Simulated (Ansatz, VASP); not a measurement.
## One calculation of P2Pb, two programs

```xyz
6
Lattice="5.0428 0.0000 0.0000 0.0000 6.1547 0.0000 0.0000 0.0000 3.8422" Properties=species:S:1:pos:R:3 pbc="T T T"
P     1.0106    2.3308    0.0000
P     4.0322    3.8239    0.0000
P     3.5320    0.7466    1.9211
P     1.5108    5.4081    1.9211
Pb    0.0000    0.0000    0.0000
Pb    2.5214    3.0774    1.9211
```

Alike in both runs: task single point; functional r2SCAN; k mesh 4 × 4 × 6; occupations gaussian, width 0.1 eV; no spin polarisation.

|  | VASP | Ansatz |
| --- | --- | --- |
| version | VASP 6.6.1 | Ansatz 0.2.0 |
| potentials or method | VASP PAW PBE potentials, release 64 (P, Pb_d), cutoff 520 eV | scalar-relativistic, plane waves, PAW |
| valence electrons in the cell | 48 | 48 |

```csv
,VASP,Ansatz,Ansatz less VASP
gap on the k mesh at the Fermi level (eV),none,none,-
pressure (GPa),21.0,21.1,+0.11
"traceless stress, the component that is largest in VASP (GPa)",-7.79,-7.80,-0.007
rms of the force components (eV/Å),1.566,1.568,+0.0020
```

VASP's potentials were made for PBE, not for r2SCAN. Atom by atom the forces differ by 0.002 eV/Å (rms over components). A gap of «none» marks a metal or a gap that the smearing closes.

Spin-orbit coupling is off throughout.
